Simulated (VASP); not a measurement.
# SiO2 (P6_422) in VASP: notebook

The runs below take SiO2 through relaxation of the atoms, single point, with LDA.

Everything below comes from runs of VASP 6.6.1. Logs are shortened: lines on timing, memory, paths and dates and some standing lists are left out, and cuts for length are marked.

### 1 The cell of the first run

It takes space group P6_422 (No. 181, hexagonal). Conventional cell: a = 5.039 Å, b = 5.039 Å, c = 5.470 Å, α = 90.00°, β = 90.00°, γ = 120.00°. Within 2.1 Å of Si (site symmetry 222) lie 4 O at 1.60 Å. Within 2.1 Å of O (site symmetry 2) lie 2 Si at 1.60 Å.

### 2 Relaxation of the atoms, LDA (strain along c alone, the other axes held: -1.0 %)

Input file INCAR:

```
SYSTEM = SiO2
ALGO = Normal ; EDIFF = 1E-6
EDIFFG = -0.008 ; ENCUT = 520
IBRION = 2 ; ISIF = 2
ISMEAR = 0 ; LASPH = .True.
LCHARG = .False. ; LREAL = .False.
LWAVE = .False. ; NELM = 60
NSW = 60 ; PREC = Accurate
SIGMA = 0.02
```

Input file KPOINTS:

```
k-points
0
Gamma
  6 6 4
  0 0 0
```

Input file POSCAR:

```
SiO2
1.0
    5.0386983975      0.0000000000      0.0000000000
   -2.5193491987      4.3636408142      0.0000000000
    0.0000000000      0.0000000000      5.4696064272
Si O
3 6
Direct
    0.0000000000      0.5000000000      0.3333333333
    0.5000000000      0.5000000000      0.6666666667
    0.5000000000      0.0000000000      0.0000000000
    0.5843949018      0.7921974509      0.8333333333
    0.7921974509      0.5843949018      0.5000000000
    0.7921974509      0.2078025491      0.1666666667
    0.4156050982      0.2078025491      0.8333333333
    0.2078025491      0.4156050982      0.5000000000
    0.2078025491      0.7921974509      0.1666666667
```

Potentials or basis: VASP PAW LDA potentials, release 64 (Si, O).

Launch:

```sh
$ cat potpaw_LDA.64/Si/POTCAR potpaw_LDA.64/O/POTCAR > POTCAR
$ mpirun -np 1 vasp_std > vasp.out
```

OUTCAR:

```text
SYSTEM = SiO2
   EDIFF = 1E-6
   EDIFFG = -0.008
   ENCUT = 520
   IBRION = 2
   ISIF = 2
   ISMEAR = 0
   LASPH = .True.
   LREAL = .False.
   NELM = 60
   NSW = 60
   PREC = Accurate

 ion  position               nearest neighbor table
   1  0.000  0.500  0.333-   6 1.60   9 1.60   8 1.60   5 1.60   3 3.11   3 3.11   2 3.11   2 3.11

   2  0.500  0.500  0.667-   4 1.60   7 1.60   5 1.60   8 1.60   3 3.11   3 3.11   1 3.11   1 3.11

   3  0.500  0.000  0.000-   4 1.60   7 1.60   6 1.60   9 1.60   2 3.11   2 3.11   1 3.11   1 3.11

   4  0.584  0.792  0.833-   2 1.60   3 1.60
   5  0.792  0.584  0.500-   1 1.60   2 1.60
   6  0.792  0.208  0.167-   1 1.60   3 1.60
   7  0.416  0.208  0.833-   2 1.60   3 1.60
   8  0.208  0.416  0.500-   1 1.60   2 1.60
   9  0.208  0.792  0.167-   1 1.60   3 1.60

  LATTYP: Found a hexagonal cell.
 ALAT       =     5.0386983975
 C/A-ratio  =     1.0855197108

  Lattice vectors:

 A1 = (   5.0386983975,   0.0000000000,   0.0000000000)
 A2 = (  -2.5193491987,   4.3636408142,   0.0000000000)
 A3 = (   0.0000000000,   0.0000000000,   5.4696064272)

Analysis of symmetry for initial positions (statically):
=====================================================================
 Subroutine PRICEL returns:
 Original cell was already a primitive cell.

 Routine SETGRP: Setting up the symmetry group for a
 hexagonal supercell.

 Subroutine GETGRP returns: Found 12 space group operations
 (whereof  4 operations were pure point group operations)
 out of a pool of 24 trial point group operations.

The static configuration has the point symmetry D_2 .
 The point group associated with its full space group is D_6 .

Analysis of symmetry for dynamics (positions and initial velocities):
=====================================================================
 Subroutine PRICEL returns:
 Original cell was already a primitive cell.

 Routine SETGRP: Setting up the symmetry group for a
 hexagonal supercell.

 Subroutine GETGRP returns: Found 12 space group operations
 (whereof  4 operations were pure point group operations)
 out of a pool of 24 trial point group operations.

The dynamic configuration has the point symmetry D_2 .
 The point group associated with its full space group is D_6 .

 Subroutine INISYM returns: Found 12 space group operations
 (whereof  4 operations are pure point group operations),
 and found     1 'primitive' translations

----------------------------------------------------------------------------------------

                                     Primitive cell

  volume of cell :     120.2606

  direct lattice vectors                    reciprocal lattice vectors
     5.038698398  0.000000000  0.000000000     0.198463953  0.114583216  0.000000000
    -2.519349199  4.363640814  0.000000000     0.000000000  0.229166433  0.000000000
     0.000000000  0.000000000  5.469606427     0.000000000  0.000000000  0.182828511

  length of vectors
     5.038698398  5.038698397  5.469606427     0.229166433  0.229166433  0.182828511

  position of ions in fractional coordinates (direct lattice)
     0.000000000  0.500000000  0.333333333
     0.500000000  0.500000000  0.666666667
     0.500000000  0.000000000  0.000000000
     0.584394902  0.792197451  0.833333333
     0.792197451  0.584394902  0.500000000
     0.792197451  0.207802549  0.166666667
     0.415605098  0.207802549  0.833333333
     0.207802549  0.415605098  0.500000000
     0.207802549  0.792197451  0.166666667

  ion indices of the primitive-cell ions
   primitive index   ion index
                 1           1
                 2           2
                 3           3
                 4           4
                 5           5
                 6           6
                 7           7
                 8           8
                 9           9

----------------------------------------------------------------------------------------

 KPOINTS: k-points

Automatic generation of k-mesh.
 Grid dimensions read from file:
 generate k-points for:    6    6    4

 Generating k-lattice:

  Cartesian coordinates                     Fractional coordinates (reciprocal lattice)
     0.033077325  0.019097203  0.000000000     0.166666667  0.000000000  0.000000000
     0.000000000  0.038194405  0.000000000     0.000000000  0.166666667  0.000000000
     0.000000000  0.000000000  0.045707128     0.000000000  0.000000000  0.250000000

  Length of vectors
     0.038194405  0.038194405  0.045707128

  Shift w.r.t. Gamma in fractional coordinates (k-lattice)
     0.000000000  0.000000000  0.000000000

 Subroutine IBZKPT returns following result:
 ===========================================

 Found     21 irreducible k-points:

 Following reciprocal coordinates:
            Coordinates               Weight
  0.000000  0.000000  0.000000      1.000000
  0.166667 -0.000000  0.000000      6.000000
  0.333333 -0.000000  0.000000      6.000000
  0.500000  0.000000  0.000000      3.000000
  0.166667  0.166667  0.000000      6.000000
  0.333333  0.166667  0.000000     12.000000
[... 13 lines left out ...]
  0.333333  0.166667  0.500000     12.000000
  0.333333  0.333333  0.500000      2.000000
   k-points           NKPTS =     21   k-points in BZ     NKDIM =     21   number of bands    NBANDS=     29
   number of dos      NEDOS =    301   number of ions     NIONS =      9
   total plane-waves  NPLWV =  67200
   dimension x,y,z NGX =    40 NGY =   40 NGZ =   42
   dimension x,y,z NGXF=    80 NGYF=   80 NGZF=   84
   ions per type =               3   6
   NGX,Y,Z   is equivalent  to a cutoff of  13.20, 13.20, 12.77 a.u.
   NGXF,Y,Z  is equivalent  to a cutoff of  26.40, 26.40, 25.53 a.u.
 SYSTEM =  SiO2
   PREC   = accura    normal or accurate (medium, high low for compatibility)
   ISTART =      0    job   : 0-new  1-cont  2-samecut
   ICHARG =      2    charge: 1-file 2-atom 10-const
   ISPIN  =      1    spin polarized calculation?
   LNONCOLLINEAR =      F non collinear calculations
   LSORBIT =      F    spin-orbit coupling
   LASPH  =      T    aspherical Exc in radial PAW
   ENCUT  =  520.0 eV  38.22 Ry    6.18 a.u.   9.37  9.37 10.17*2*pi/ulx,y,z
   NELM   =     60;   NELMIN=  2; NELMDL= -5     # of ELM steps
   EDIFF  = 0.1E-05   stopping-criterion for ELM
   LREAL  =      F    real-space projection
   EDIFFG = -.8E-02   stopping-criterion for IOM
   NSW    =     60    number of steps for IOM
   IBRION =      2    ionic relax: 0-MD 1-quasi-New 2-CG
   NFREE  =      1    steps in history (QN), initial steepest desc. (CG)
   ISIF   =      2    stress and relaxation
   ISYM   =      2    0-nonsym 1-usesym 2-fastsym
   POTIM  = 0.5000    time-step for ionic-motion
   TEBEG  =    0.0;   TEEND  =   0.0 temperature during run
   PSTRESS=    0.0 pullay stress
   NELECT =      48.0000    total number of electrons
   NUPDOWN=      -1.0000    fix difference up-down
   EMIN   =  10.00;   EMAX   =-10.00  energy-range for DOS
   EFERMI =   0.00;   METHOD = LEGACY
   ISMEAR =     0;   SIGMA  =   0.02  broadening in eV -4-tet -1-fermi 0-gaus
   EFERMI_NEDOS =   21; number of points for ismear=-14 and -15
   IALGO  =     38    algorithm
   IMIX   =      4    mixing-type and parameters
     AMIX     =   0.40;   BMIX     =  1.00
     AMIX_MAG =   1.60;   BMIX_MAG =  1.00
  volume/ion in A,a.u.               =      13.36        90.17
  Fermi-wavevector in a.u.,A,eV,Ry     =   1.205353  2.277786 19.767562  1.452875
  Thomas-Fermi vector in A             =   2.341051
   LORBIT       =      0    0 simple, 1 ext, 2 COOP (PROOUT), +10 PAW based schemes
   GGA     = CA    functional components
   LHFCALC =     F    Hartree Fock is set to
   AEXX    =    0.0000 exact exchange contribution
   IVDW    =     0    specifies the selected vdW correction
   LEPSILON=     F    determine dielectric tensor
   LRPA    =     F    only Hartree local field effects (RPA)
 conjugate gradient relaxation of ions
 non-spin polarized calculation
 Gauss-broadening in eV      SIGMA  =   0.02
  energy-cutoff  :      520.00
  volume of cell :      120.26
 maximum number of plane-waves:      3264
 NGX is ok and might be reduce to    40
   NGX = 19   NGY = 19   NGZ = 21

--------------------------------------- Ionic step        1  -------------------------------------------

 number of electron      47.9999993 magnetization

 Free energy of the ion-electron system (eV)
  ---------------------------------------------------
  ext. energy  EPLUGINS =         0.00000000
  ---------------------------------------------------
  free energy    TOTEN  =       -77.79465867 eV

  energy without entropy =      -77.79465867  energy(sigma->0) =      -77.79465867

------------------------ aborting loop because EDIFF is reached ----------------------------------------

  FORCE on cell =-STRESS in cart. coord.  units (eV):
  Direction    XX          YY          ZZ          XY          YZ          ZX
  --------------------------------------------------------------------------------------
  -------------------------------------------------------------------------------------
  Total        1.7275135      1.7275135      2.2810797      0.0000000     -0.0000000     -0.0000000
  in kB       23.0148744     23.0148744     30.3897836      0.0000000     -0.0000000     -0.0000000
  external PRESSURE =      25.4731775 kB  Pullay stress =       0.0000000 kB
[... 71 lines left out ...]
  energy  without entropy=      -77.7959435564  energy(sigma->0) =      -77.79594356

--------------------------------------- Ionic step        3  -------------------------------------------

 number of electron      47.9999997 magnetization

 Free energy of the ion-electron system (eV)
  ---------------------------------------------------
  ext. energy  EPLUGINS =         0.00000000
  ---------------------------------------------------
  free energy    TOTEN  =       -77.79631067 eV

  energy without entropy =      -77.79631067  energy(sigma->0) =      -77.79631067

 E-fermi :   0.5811     XC(G=0):  -9.4109

 val. band max:        0.4290785224   @ k =   0.5000   0.0000   0.0000
 cond. band min:       5.9569764064   @ k =   0.0000   0.0000   0.0000
 fundamental gap:      5.5278978840
 Fermi energy:         0.5810727711

 k-point     1 :       0.0000    0.0000    0.0000
  band No.  band energies     occupation
      1     -18.8456      2.00000
      2     -17.2920      2.00000
      3     -17.2920      2.00000
      4     -16.6544      2.00000
      5     -16.6324      2.00000
      6     -16.6324      2.00000
[... 697 lines left out ...]
  FREE ENERGIE OF THE ION-ELECTRON SYSTEM (eV)
  ---------------------------------------------------
  free  energy   TOTEN  =       -77.7963106700 eV

  energy  without entropy=      -77.7963106700  energy(sigma->0) =      -77.79631067

 reached required accuracy - stopping structural energy minimisation
```

Run time: 3.2 min. Hardware: 1 thread of AMD EPYC 7R43 (Zen 3), shared host; peak memory 0.18 GiB.

What came out:

```
Free energy                  : -77.7963 eV
Energy gained by relaxing    : 0.2 meV/atom
Ionic steps                  : 3
Pressure after relaxing      : 2.0 GPa
Largest force after relaxing : 0.005 eV/Å
Band gap on the k mesh       : 5.53 eV (least direct gap 5.74 eV)
```

Forces in eV/Å, atoms in the order of the input:
```
Si   0.000  0.000  0.000
Si   0.000  0.000  0.000
Si   0.000  0.000  0.000
O   -0.005 -0.003  0.000
O    0.000 -0.005  0.000
O   -0.005  0.003  0.000
O    0.005  0.003  0.000
O    0.000  0.005  0.000
O    0.005 -0.003  0.000
```

Stress tensor (GPa, compression positive):
```
1.76 0.00 0.00
0.00 1.76 0.00
0.00 0.00 2.61
```

Step by step:
| step | energy change (eV) | largest force (eV/Å) | pressure (GPa) |
| --- | --- | --- | --- |
| 1 | 0.0000 | 0.0777 | 2.55 |
| 2 | -0.0013 | 0.0373 | 2.30 |
| 3 | -0.0017 | 0.0053 | 2.04 |

Final structure:
```cif
data_structure
_symmetry_space_group_name_H-M 'P 1'
_symmetry_Int_Tables_number 1
_cell_length_a 5.0387
_cell_length_b 5.0387
_cell_length_c 5.4696
_cell_angle_alpha 90.000
_cell_angle_beta 90.000
_cell_angle_gamma 120.000
_cell_volume 120.26
loop_
_atom_site_label
_atom_site_type_symbol
_atom_site_fract_x
_atom_site_fract_y
_atom_site_fract_z
_atom_site_occupancy
Si1 Si 0.00000 0.50000 0.33333 1
Si2 Si 0.50000 0.50000 0.66667 1
Si3 Si 0.50000 0.00000 0.00000 1
O1 O 0.58615 0.79308 0.83333 1
O2 O 0.79308 0.58615 0.50000 1
O3 O 0.79308 0.20692 0.16667 1
O4 O 0.41385 0.20692 0.83333 1
O5 O 0.20692 0.41385 0.50000 1
O6 O 0.20692 0.79308 0.16667 1
```

Levels at points of the mesh, in eV from the valence-band top:
| k point | band 21 | band 22 | band 23 | band 24 | band 25 | band 26 | band 27 | band 28 |
| --- | --- | --- | --- | --- | --- | --- | --- | --- |
| (0.00, 0.00, 0.00) | -1.03 | -0.50 | -0.50 | -0.21 | 5.53 | 8.77 | 8.77 | 9.09 |
| (0.50, 0.00, 0.00) | -1.22 | -1.01 | -0.35 | 0.00 | 7.56 | 8.43 | 9.45 | 9.45 |
| (0.00, 0.00, 0.50) | -1.26 | -0.27 | -0.01 | -0.01 | 7.38 | 7.38 | 8.24 | 9.75 |
| (0.50, 0.00, 0.50) | -0.95 | -0.74 | -0.69 | -0.38 | 8.63 | 9.03 | 9.14 | 9.23 |

Caveat: the cell differs from its parent crystal (strain along c alone, the other axes held: -1.0 %). A k mesh can miss the band edges.

### 3 Single point, LDA (strain along c alone, the other axes held: -2.0 %, then relaxed in part)

Input file INCAR:

```
PREC = Accurate
ENCUT = 520
EDIFF = 1E-6
ISMEAR = 0
SIGMA = 0.02
LREAL = False
LASPH = True
NELM = 100
ALGO = Normal
ISIF = 2
LWAVE = False
LCHARG = False
GGA = CA
NBANDS = 34
```

Input file KPOINTS:

```
regular mesh
0
Gamma
  6 6 4
```

Input file POSCAR:

```
SiO2
1.0
    5.0386983975      0.0000000000      0.0000000000
   -2.5193491987      4.3636408142      0.0000000000
    0.0000000000      0.0000000000      5.4143578774
Si O
3 6
Direct
    0.0000000000      0.5000000000      0.3333333333
    0.5000000000      0.5000000000      0.6666666667
    0.5000000000      0.0000000000      0.0000000000
    0.5873778879      0.7936889440      0.8333333333
    0.7936889440      0.5873778879      0.5000000000
    0.7936889440      0.2063110560      0.1666666667
    0.4126221121      0.2063110560      0.8333333333
    0.2063110560      0.4126221121      0.5000000000
    0.2063110560      0.7936889440      0.1666666667
```

Potentials or basis: VASP PAW LDA potentials, release 64 (Si, O).

Launch:

```sh
$ cat potpaw_LDA.64/Si/POTCAR potpaw_LDA.64/O/POTCAR > POTCAR
$ mpirun -np 1 vasp_std > vasp.out
```

Wall time 1.8 min (1 thread of AMD EPYC 7R13, shared host); peak memory 0.19 GiB.

Results (log left out):

| Item | Value |
| --- | --- |
| Free energy | -77.7668 eV |
| Pressure | 3.7 GPa |
| Largest force | 0.006 eV/Å |
| Band gap on the k mesh | 5.56 eV (least direct gap 5.79 eV) |

Forces in eV/Å, atoms in the order of the input:
```
Si   0.000  0.000  0.000
Si   0.000  0.000  0.000
Si   0.000  0.000  0.000
O    0.005  0.003  0.000
O    0.000  0.006  0.000
O    0.005 -0.003  0.000
O   -0.005 -0.003  0.000
O    0.000 -0.006  0.000
O   -0.005  0.003  0.000
```

Stress tensor (GPa, compression positive):
```
3.17 0.00 0.00
0.00 3.17 0.00
0.00 0.00 4.73
```

Levels at points of the mesh, in eV from the valence-band top:
| k point | band 21 | band 22 | band 23 | band 24 | band 25 | band 26 | band 27 | band 28 |
| --- | --- | --- | --- | --- | --- | --- | --- | --- |
| (0.00, 0.00, 0.00) | -1.04 | -0.51 | -0.51 | -0.23 | 5.56 | 8.82 | 8.82 | 9.15 |
| (0.50, 0.00, 0.00) | -1.22 | -1.01 | -0.35 | 0.00 | 7.59 | 8.47 | 9.43 | 9.50 |
| (0.00, 0.00, 0.50) | -1.31 | -0.25 | -0.02 | -0.02 | 7.43 | 7.43 | 8.29 | 9.88 |
| (0.50, 0.00, 0.50) | -0.96 | -0.74 | -0.68 | -0.40 | 8.68 | 9.08 | 9.27 | 9.31 |

Caveat: the cell differs from its parent crystal (strain along c alone, the other axes held: -2.0 %, then relaxed in part); the cell stands under pressure. A k mesh can miss the band edges.

[end of part 1 of 2]
